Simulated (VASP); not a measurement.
Wanted: the native input for a VASP 6.6.1 run.

* Task: single point
* Functional: PBE
* Potentials or basis: VASP PAW PBE potentials, release 64 (Si, I)
* Cutoff: 520 eV
* k mesh: 4 × 4 × 4
* Occupations: gaussian, width 0.1 eV
* Spin: no spin polarisation
* Dipole correction: no
* Further INCAR settings: ALGO = Normal; EDIFF = 1e-06; NBANDS = 24

The structure of Si2I lies in POSCAR:

```
Si2I
1.0
   -3.5307745954      3.5307745954      2.9390208589
    3.5307745954     -3.5307745954      2.9390208589
    3.5307745954      3.5307745954     -2.9390208589
Si I
4 2
Direct
    0.6670000000      0.1670000000      0.8340000000
    0.1670000000      0.3330000000      0.5000000000
    0.3330000000      0.8330000000      0.1660000000
    0.8330000000      0.6670000000      0.5000000000
    0.2500000000      0.2500000000      0.0000000000
    0.7500000000      0.7500000000      0.0000000000
```

One way to write it, as run:

INCAR

```
  PREC = Accurate
  ENCUT = 520
  EDIFF = 1E-6
  ISMEAR = 0
  SIGMA = 0.1
  LREAL = F
  LASPH = T
  NELM = 60
  ALGO = Normal
  ISIF = 2
  LWAVE = F
  LCHARG = F
  GGA = PE
  NBANDS = 24
```

KPOINTS

```
regular mesh
0
Gamma
  4 4 4
```

Potentials or basis: VASP PAW PBE potentials, release 64 (Si, I).

Launch:

```sh
$ cat potpaw_PBE.64/Si/POTCAR potpaw_PBE.64/I/POTCAR > POTCAR
$ mpirun -np 1 vasp_std > vasp.out
```

It gave:

```
Pressure               : 2.1 GPa
Largest force          : 0.556 eV/Å
Band gap on the k mesh : zero (band 15 reaches 7.48 eV, above the bottom of band 16 at 6.26 eV)
```

Caveat: spin-orbit coupling is left out, which moves the levels of the heavy elements.

Wall time 35 s on 1 thread of Intel(R) Xeon(R) Platinum 8375C CPU @ 2.90GHz (Ice Lake), with other jobs on the host, peak memory 0.31 GiB.
